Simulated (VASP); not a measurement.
Set up this calculation in VASP 6.6.1, as the native input.

* Task: single point
* Functional: LDA
* Potentials or basis: VASP PAW LDA potentials, release 64 (F, Li_sv)
* Cutoff: 520 eV
* k mesh: 11 × 11 × 11
* Occupations: fermi-dirac, width 0.05 eV
* Spin: no spin polarisation
* Dipole correction: no
* Further INCAR settings: ALGO = Normal; EDIFF = 1e-07; NBANDS = 12

The structure of LiF (Griceite) lies in POSCAR:

```
LiF
1.0
    0.0000000000      1.9728864230      1.9728864230
    1.9728864230      0.0000000000      1.9728864230
    1.9728864230      1.9728864230      0.0000000000
F Li
1 1
Direct
    0.5000000000      0.5000000000      0.5000000000
    0.0000000000      0.0000000000      0.0000000000
```

This cell differs from its parent crystal: volume scaled by 0.94.

The input as run:

INCAR

```
SYSTEM = LiF
PREC     = Accurate       ! precision mode
ENCUT    = 520            ! plane-wave cutoff, eV
EDIFF    = 1E-7           ! SCF threshold, eV
ISMEAR   = -1             ! smearing method
SIGMA    = 0.05           ! smearing width, eV
LREAL    = .FALSE.        ! projectors in reciprocal space
LASPH    = .TRUE.         ! aspherical terms in the spheres
NELM     = 60             ! most SCF steps
ALGO     = Normal         ! electronic algorithm
ISIF     = 2              ! what is computed and relaxed
LWAVE    = .FALSE.        ! write WAVECAR
LCHARG   = .FALSE.        ! write CHGCAR
NBANDS   = 12             ! bands
```

KPOINTS

```
Automatic mesh
0
G
  11 11 11
  0 0 0
```

Potentials or basis: VASP PAW LDA potentials, release 64 (F, Li_sv).

Launch:

```bash
$ cat potpaw_LDA.64/F/POTCAR potpaw_LDA.64/Li_sv/POTCAR > POTCAR
$ mpirun -np 1 vasp_std > vasp.out
```

Results of the run:

* Band gap on the k mesh: 9.41 eV, direct

Wall time 4.7 s on 1 thread of Intel(R) Xeon(R) Platinum 8488C (Sapphire Rapids) (shared host), peak memory 0.12 GiB.
